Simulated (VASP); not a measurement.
# BN (P3m1) in VASP: a series of runs

Runs on BN. Level: PBE. Tasks: single point.

All numbers are computed with VASP 6.6.1; they aren't measurements. Logs are shortened: lines on timing, memory, paths and dates and some standing lists are left out, and cuts for length are marked.

### Step 1. The cell of the first run

It takes space group P3m1 (No. 156, trigonal). Conventional cell: a = 2.564 Å, b = 2.564 Å, c = 12.411 Å, α = 90.00°, β = 90.00°, γ = 120.00°. Within 1.9 Å of B (site symmetry 3m) lie 4 N at 1.42 to 1.57 Å. Within 2.1 Å of B (site symmetry 3m) lie 4 N at 1.57 Å. B (site symmetry 3m) has 4 N at 1.57 Å within 2.1 Å. B (site symmetry 3m) has 4 N at 1.57 Å within 2.1 Å. Within 2.1 Å of B (site symmetry 3m) lie 4 N at 1.57 Å. B (site symmetry 3m) has 4 N at 1.57 Å within 2.1 Å. N (site symmetry 3m) has 4 B at 1.57 Å within 2.1 Å. N (site symmetry 3m) has 4 B at 1.57 Å within 2.1 Å.

### Step 2. Single point, PBE (the distance across one plane changed)

Contents of INCAR:

```
  ALGO = Normal
  EDIFF = 1E-7
  ENCUT = 520
  GGA = PE
  ISIF = 2
  ISMEAR = 0
  LASPH = T
  LCHARG = T
  LELF = T
  LREAL = F
  LVHAR = T
  LWAVE = F
  NBANDS = 36
  NELM = 60
  PREC = Accurate
  SIGMA = 0.05
```

Contents of KPOINTS:

```
k-points
0
Gamma
  10 10 2
```

Contents of POSCAR:

```
BN
1.0
    1.8130010000     -1.8130010000      0.0000000000
    1.8130010000      0.0000000000     -1.8130010000
    7.1654014596      7.1654014596      7.1654014596
B N
6 6
Direct
    0.6666666667      0.6666666667      0.0632216519
    0.0000000000      0.0000000000      0.9066268261
    0.3333333333      0.3333333333      0.2319026867
    0.6666666667      0.6666666667      0.5692647564
    0.0000000000      0.0000000000      0.4005837216
    0.3333333333      0.3333333333      0.7379457913
    0.6666666667      0.6666666667      0.4427539803
    1.0000000000      1.0000000000      0.2740729454
    0.3333333333      0.3333333333      0.6114350151
    0.6666666667      0.6666666667      0.9487970848
    0.0000000000      0.0000000000      0.7801160500
    0.3333333333      0.3333333333      0.1053919106
```

Potentials or basis: VASP PAW PBE potentials, release 64 (B, N).

Command:

```bash
cat potpaw_PBE.64/B/POTCAR potpaw_PBE.64/N/POTCAR > POTCAR
mpirun -np 1 vasp_std > vasp.out
```

OUTCAR:

```text
EDIFF = 1E-7
   ENCUT = 520
   GGA = PE
   ISIF = 2
   ISMEAR = 0
   LASPH = T
   LREAL = F
   NELM = 60
   PREC = Accurate

 ion  position               nearest neighbor table
   1  0.667  0.667  0.063-  10 1.42  12 1.57  12 1.57  12 1.57
   2  0.000  0.000  0.907-  11 1.57  10 1.57  10 1.57  10 1.57
   3  0.333  0.333  0.232-  12 1.57   8 1.57   8 1.57   8 1.57
   4  0.667  0.667  0.569-   7 1.57   9 1.57   9 1.57   9 1.57
   5  0.000  0.000  0.401-   7 1.57   7 1.57   7 1.57   8 1.57
   6  0.333  0.333  0.738-  11 1.57  11 1.57  11 1.57   9 1.57
   7  0.667  0.667  0.443-   4 1.57   5 1.57   5 1.57   5 1.57
   8  0.000  0.000  0.274-   3 1.57   3 1.57   3 1.57   5 1.57
   9  0.333  0.333  0.611-   4 1.57   4 1.57   4 1.57   6 1.57
  10  0.667  0.667  0.949-   1 1.42   2 1.57   2 1.57   2 1.57
  11  0.000  0.000  0.780-   2 1.57   6 1.57   6 1.57   6 1.57
  12  0.333  0.333  0.105-   3 1.57   1 1.57   1 1.57   1 1.57

  LATTYP: Found a hexagonal cell.
 ALAT       =     2.5639706028
 C/A-ratio  =     4.8404764747

  Lattice vectors:

 A1 = (  -1.8130010000,   0.0000000000,   1.8130010000)
 A2 = (   1.8130010000,  -1.8130010000,   0.0000000000)
 A3 = (   7.1654014596,   7.1654014596,   7.1654014596)

Analysis of symmetry for initial positions (statically):
=====================================================================
 Subroutine PRICEL returns:
 Original cell was already a primitive cell.

 Routine SETGRP: Setting up the symmetry group for a
 hexagonal supercell.

 Subroutine GETGRP returns: Found  6 space group operations
 (whereof  6 operations were pure point group operations)
 out of a pool of 24 trial point group operations.

The static configuration has the point symmetry C_3v.

Analysis of symmetry for dynamics (positions and initial velocities):
=====================================================================
 Subroutine PRICEL returns:
 Original cell was already a primitive cell.

 Routine SETGRP: Setting up the symmetry group for a
 hexagonal supercell.

 Subroutine GETGRP returns: Found  6 space group operations
 (whereof  6 operations were pure point group operations)
 out of a pool of 24 trial point group operations.

The dynamic configuration has the point symmetry C_3v.

 Subroutine INISYM returns: Found  6 space group operations
 (whereof  6 operations are pure point group operations),
 and found     1 'primitive' translations

----------------------------------------------------------------------------------------

                                     Primitive cell

  volume of cell :      70.6574

  direct lattice vectors                    reciprocal lattice vectors
     1.813001000 -1.813001000  0.000000000     0.183857225 -0.367714451  0.183857225
     1.813001000  0.000000000 -1.813001000     0.183857225  0.183857225 -0.367714451
     7.165401460  7.165401460  7.165401460     0.046519841  0.046519841  0.046519841

  length of vectors
     2.563970603  2.563970603 12.410839385     0.450356388  0.450356388  0.080574727

  position of ions in fractional coordinates (direct lattice)
     0.666666667  0.666666667  0.063221652
     0.000000000  0.000000000  0.906626826
     0.333333333  0.333333333  0.231902687
     0.666666667  0.666666667  0.569264756
     0.000000000  0.000000000  0.400583722
     0.333333333  0.333333333  0.737945791
     0.666666667  0.666666667  0.442753980
     0.000000000  0.000000000  0.274072945
     0.333333333  0.333333333  0.611435015
     0.666666667  0.666666667  0.948797085
     0.000000000  0.000000000  0.780116050
     0.333333333  0.333333333  0.105391911

  ion indices of the primitive-cell ions
   primitive index   ion index
                 1           1
                 2           2
                 3           3
                 4           4
                 5           5
                 6           6
                 7           7
                 8           8
                 9           9
                10          10
                11          11
                12          12

----------------------------------------------------------------------------------------

 KPOINTS: k-points

Automatic generation of k-mesh.
 Grid dimensions read from file:
 generate k-points for:   10   10    2

 Generating k-lattice:

  Cartesian coordinates                     Fractional coordinates (reciprocal lattice)
     0.018385723 -0.036771445  0.018385723     0.100000000  0.000000000  0.000000000
     0.018385723  0.018385723 -0.036771445     0.000000000  0.100000000  0.000000000
     0.023259920  0.023259920  0.023259920     0.000000000  0.000000000  0.500000000

  Length of vectors
     0.045035639  0.045035639  0.040287364

  Shift w.r.t. Gamma in fractional coordinates (k-lattice)
     0.000000000  0.000000000  0.000000000

 Subroutine IBZKPT returns following result:
 ===========================================

 Found     28 irreducible k-points:

 Following reciprocal coordinates:
            Coordinates               Weight
  0.000000  0.000000  0.000000      1.000000
  0.100000  0.000000  0.000000      6.000000
  0.200000  0.000000  0.000000      6.000000
  0.300000  0.000000  0.000000      6.000000
  0.400000  0.000000  0.000000      6.000000
  0.500000  0.000000  0.000000      3.000000
[... 16 lines left out ...]
  0.400000  0.100000  0.500000     12.000000
  0.500000  0.100000  0.500000     12.000000
 [... further k-points ...]
   k-points           NKPTS =     28   k-points in BZ     NKDIM =     28   number of bands    NBANDS=     36
   number of dos      NEDOS =    301   number of ions     NIONS =     12
   total plane-waves  NPLWV =  38400
   dimension x,y,z NGX =    20 NGY =   20 NGZ =   96
   dimension x,y,z NGXF=    40 NGYF=   40 NGZF=  192
   ions per type =               6   6
   NGX,Y,Z   is equivalent  to a cutoff of  12.97, 12.97, 12.86 a.u.
   NGXF,Y,Z  is equivalent  to a cutoff of  25.94, 25.94, 25.72 a.u.
 SYSTEM =  unknown system
   PREC   = accura    normal or accurate (medium, high low for compatibility)
   ISTART =      0    job   : 0-new  1-cont  2-samecut
   ICHARG =      2    charge: 1-file 2-atom 10-const
   ISPIN  =      1    spin polarized calculation?
   LNONCOLLINEAR =      F non collinear calculations
   LSORBIT =      F    spin-orbit coupling
   LASPH  =      T    aspherical Exc in radial PAW
   ENCUT  =  520.0 eV  38.22 Ry    6.18 a.u.   4.77  4.77 23.08*2*pi/ulx,y,z
   NELM   =     60;   NELMIN=  2; NELMDL= -5     # of ELM steps
   EDIFF  = 0.1E-06   stopping-criterion for ELM
   LREAL  =      F    real-space projection
   EDIFFG = 0.1E-05   stopping-criterion for IOM
   NSW    =      0    number of steps for IOM
   IBRION =     -1    ionic relax: 0-MD 1-quasi-New 2-CG
   NFREE  =      0    steps in history (QN), initial steepest desc. (CG)
   ISIF   =      2    stress and relaxation
   ISYM   =      2    0-nonsym 1-usesym 2-fastsym
   POTIM  = 0.5000    time-step for ionic-motion
   TEBEG  =    0.0;   TEEND  =   0.0 temperature during run
   PSTRESS=    0.0 pullay stress
   NELECT =      48.0000    total number of electrons
   NUPDOWN=      -1.0000    fix difference up-down
   EMIN   =  10.00;   EMAX   =-10.00  energy-range for DOS
   EFERMI =   0.00;   METHOD = LEGACY
   ISMEAR =     0;   SIGMA  =   0.05  broadening in eV -4-tet -1-fermi 0-gaus
   EFERMI_NEDOS =   21; number of points for ismear=-14 and -15
   IALGO  =     38    algorithm
   IMIX   =      4    mixing-type and parameters
     AMIX     =   0.40;   BMIX     =  1.00
     AMIX_MAG =   1.60;   BMIX_MAG =  1.00
  volume/ion in A,a.u.               =       5.89        39.73
  Fermi-wavevector in a.u.,A,eV,Ry     =   1.439139  2.719578 28.179297  2.071120
  Thomas-Fermi vector in A             =   2.558027
   LORBIT       =      0    0 simple, 1 ext, 2 COOP (PROOUT), +10 PAW based schemes
   GGA     = PE    functional components
   LHFCALC =     F    Hartree Fock is set to
   AEXX    =    0.0000 exact exchange contribution
   IVDW    =     0    specifies the selected vdW correction
   LEPSILON=     F    determine dielectric tensor
   LRPA    =     F    only Hartree local field effects (RPA)
 non-spin polarized calculation
 Gauss-broadening in eV      SIGMA  =   0.05
  energy-cutoff  :      520.00
  volume of cell :       70.66
 maximum number of plane-waves:      1928
   NGX =  9   NGY =  9   NGZ = 47

 number of electron      48.0000001 magnetization

 Free energy of the ion-electron system (eV)
  ---------------------------------------------------
  ext. energy  EPLUGINS =         0.00000000
  ---------------------------------------------------
  free energy    TOTEN  =      -104.40105486 eV

  energy without entropy =     -104.40105486  energy(sigma->0) =     -104.40105486

 E-fermi :   7.8171     XC(G=0): -12.8338

 val. band max:        7.5469671144   @ k =   0.0000   0.0000   0.0000
 cond. band min:      11.8465981291   @ k =   0.5000   0.0000   0.0000
 fundamental gap:      4.2996310147
 Fermi energy:         7.8170601776

 k-point     1 :       0.0000    0.0000    0.0000
  band No.  band energies     occupation
      1     -13.0309      2.00000
      2     -12.2688      2.00000
      3     -11.9622      2.00000
      4     -10.3641      2.00000
      5     -10.0814      2.00000
      6      -8.4461      2.00000
[... 28 lines left out ...]
     35      17.3160      0.00000
     36      17.5980      0.00000

 k-point     2 :       0.1000    0.0000    0.0000
  band No.  band energies     occupation
      1     -12.8176      2.00000
      2     -12.0584      2.00000
      3     -11.7521      2.00000
      4     -10.1726      2.00000
      5      -9.8907      2.00000
      6      -8.2882      2.00000
[... 850 lines left out ...]
 k-point    24 :       0.5000    0.1000    0.5000
  band No.  band energies     occupation
      1      -9.2429      2.00000
      2      -8.6529      2.00000
      3      -8.3154      2.00000
      4      -7.7906      2.00000
      5      -7.5553      2.00000
      6      -7.0151      2.00000
[... 28 lines left out ...]
     35      18.9125      0.00000
     36      19.6668      0.00000

 [... further k-points ...]

------------------------ aborting loop because EDIFF is reached ----------------------------------------

  FORCE on cell =-STRESS in cart. coord.  units (eV):
  Direction    XX          YY          ZZ          XY          YZ          ZX
  --------------------------------------------------------------------------------------
  -------------------------------------------------------------------------------------
  Total        2.5575841      2.5575841      2.5575841      2.1945983      2.1945983      2.1945983
  in kB       57.9939429     57.9939429     57.9939429     49.7631364     49.7631364     49.7631364
  external PRESSURE =      57.9939429 kB  Pullay stress =       0.0000000 kB

 VOLUME and BASIS-vectors are now :
 -----------------------------------------------------------------------------
  energy-cutoff  :      520.00
  volume of cell :       70.66
      direct lattice vectors                 reciprocal lattice vectors
     1.813001000 -1.813001000  0.000000000     0.183857225 -0.367714451  0.183857225
     1.813001000  0.000000000 -1.813001000     0.183857225  0.183857225 -0.367714451
     7.165401460  7.165401460  7.165401460     0.046519841  0.046519841  0.046519841

 POSITION                                       TOTAL-FORCE (eV/Angst)
 -----------------------------------------------------------------------------------
      2.87034     -0.75566     -0.75566         2.155133      2.155133      2.155133
      6.49635      6.49635      6.49635        -0.461868     -0.461868     -0.461868
      2.87034      1.05734      1.05734        -0.091278     -0.091278     -0.091278
      6.49635      2.87034      2.87034        -0.081996     -0.081996     -0.081996
      2.87034      2.87034      2.87034        -0.082412     -0.082412     -0.082412
      6.49635      4.68334      4.68334        -0.085168     -0.085168     -0.085168
      5.58984      1.96384      1.96384         0.082114      0.082114      0.082114
      1.96384      1.96384      1.96384         0.085061      0.085061      0.085061
      5.58984      3.77684      3.77684         0.082466      0.082466      0.082466
      9.21585      5.58984      5.58984        -2.257187     -2.257187     -2.257187
      5.58984      5.58984      5.58984         0.091964      0.091964      0.091964
      1.96384      0.15084      0.15084         0.563172      0.563172      0.563172
 -----------------------------------------------------------------------------------
    total drift:                               -0.000154     -0.000153     -0.000153

  FREE ENERGIE OF THE ION-ELECTRON SYSTEM (eV)
  ---------------------------------------------------
  free  energy   TOTEN  =      -104.4010548637 eV

  energy  without entropy=     -104.4010548637  energy(sigma->0) =     -104.40105486
```

Run time: 48 s. Hardware: 1 thread of Intel Xeon Platinum 8559C (Emerald Rapids), shared host; peak memory 0.2 GiB.

What came out:

```
Free energy            : -104.4011 eV
Pressure               : 5.8 GPa
Largest force          : 3.910 eV/Å
Band gap on the k mesh : 4.30 eV
```

Forces in eV/Å, atoms in the order of the input:
```
B    2.155  2.155  2.155
B   -0.462 -0.462 -0.462
B   -0.091 -0.091 -0.091
B   -0.082 -0.082 -0.082
B   -0.082 -0.082 -0.082
B   -0.085 -0.085 -0.085
N    0.082  0.082  0.082
N    0.085  0.085  0.085
N    0.082  0.082  0.082
N   -2.257 -2.257 -2.257
N    0.092  0.092  0.092
N    0.563  0.563  0.563
```

Stress tensor (GPa, compression positive):
```
5.80 4.98 4.98
4.98 5.80 4.98
4.98 4.98 5.80
```

Caveat: the cell differs from its parent crystal (the distance across one plane changed); the cell stands under pressure; forces of over 1 eV/Å act on the atoms, so gaps and moduli don't describe the material at rest. A k mesh can miss the band edges.

[end of part 1 of 2]
